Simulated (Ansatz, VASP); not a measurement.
## One calculation of Ca, two programs

```
CELL_PARAMETERS angstrom
3.52015 0.00000 0.00000
0.00000 3.52015 0.00000
0.00000 0.00000 3.52015
ATOMIC_POSITIONS crystal
Ca 0.00000 0.00000 0.00000
```

Alike in both runs: task electric field gradients; functional PBE; k mesh 13 × 13 × 13; occupations fermi-dirac, width 0.05 eV; no spin polarisation.

|  | VASP | Ansatz |
| --- | --- | --- |
| version | VASP 6.6.1 | Ansatz 0.2.0 |
| potentials or method | VASP PAW PBE potentials, release 64 (Ca_sv) | PAW with Ansatz's default frozen-core files, scalar-relativistic |
| plane-wave cutoff (eV) | 520 | 420 |
| valence electrons in the cell | 10 | 10 |

|  | VASP | Ansatz | Ansatz less VASP |
| --- | --- | --- | --- |
| pressure (GPa) | 0.0 | 0.0 | -0.01 |
